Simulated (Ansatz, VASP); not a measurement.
One calculation of Br, two programs

The input POSCAR:

```
Br
1.0
    3.6634720995      0.0000000000      0.0000000000
   -1.8317360498      3.1726599042      0.0000000000
    0.0000000000      0.0000000000      5.9460092332
Br
2
Direct
    0.3333333333      0.6666666667      0.2500000000
    0.6666666667      0.3333333333      0.7500000000
```

File INCAR.step1:

```
SYSTEM = Br
ALGO = Normal ; EDIFF = 1E-4
ENCUT = 600 ; GGA = PE
ISMEAR = 0 ; LASPH = .TRUE.
LCHARG = .FALSE. ; LREAL = .FALSE.
LWAVE = .TRUE. ; NELM = 60
PREC = Accurate ; SIGMA = 0.1
```

Contents of INCAR.step2:

```
SYSTEM = Br
ALGO = Normal ; EDIFF = 1E-7
EDIFFG = -0.04 ; ENCUT = 600
IBRION = 2 ; ISIF = 3
ISMEAR = 0 ; ISTART = 1
LASPH = .TRUE. ; LCHARG = .FALSE.
LMIXTAU = .TRUE. ; LREAL = .FALSE.
LWAVE = .FALSE. ; METAGGA = R2SCAN
NELM = 60 ; NSW = 90
PREC = Accurate ; SIGMA = 0.1
```

File KPOINTS:

```
k-points
0
G
  6 6 4
  0 0 0
```

Input for Ansatz:

```yaml
crystal:
  lattice:
    - [3.6634720995, 0.0, 0.0]
    - [-1.8317360498, 3.1726599042, 0.0]
    - [0.0, 0.0, 5.9460092332]
  atoms:
    - { symbol: Br, position: [0.3333333333, 0.6666666667, 0.25] }
    - { symbol: Br, position: [0.6666666667, 0.3333333333, 0.75] }
basis:
  ecutwfc: 500
kpoints:
  mp_grid: { grid: [6, 6, 4] }
hamiltonian:
  xc: r2scan
scf:
  occupations: { method: gaussian, width: 0.1 }
  lower_state_search: "off"
output:
  forces: true
  stress: true
  eigenvalues: true
relax:
  adjacent_minimum: "off"
  f_tol: 0.04
  max_steps: 70
  cell: { stress_tol: 0.4 }
```

Alike in both runs: task relaxation of cell and atoms; functional r2SCAN; k mesh 6 × 6 × 4; occupations gaussian, width 0.1 eV; no spin polarisation.

|  | VASP | Ansatz |
| --- | --- | --- |
| version | VASP 6.6.1 | Ansatz 0.2.0 |
| potentials or method | VASP PAW PBE potentials, release 64 (Br), cutoff 600 eV | scalar-relativistic, plane waves, PAW |
| valence electrons in the cell | 14 | 14 |

Ansatz gave:

* gap on the k mesh at the Fermi level, each at its own relaxed structure (eV): none
* relaxed volume (Å³/atom): 28.03
* relaxed length of the cell vector where the two differ most in proportion (Å): 4.269

Task: What did VASP give for the same quantities?

Result: gap on the k mesh at the Fermi level, each at its own relaxed structure (eV): none; relaxed volume (Å³/atom): 27.96; relaxed length of the cell vector where the two differ most in proportion (Å): 4.265.

VASP's potentials were made for PBE, not for r2SCAN. A gap of «none» marks a metal or a gap that the smearing closes.

Noted on VASP's run: the volume moved by over 15 % at a fixed basis, so the end points are rough.
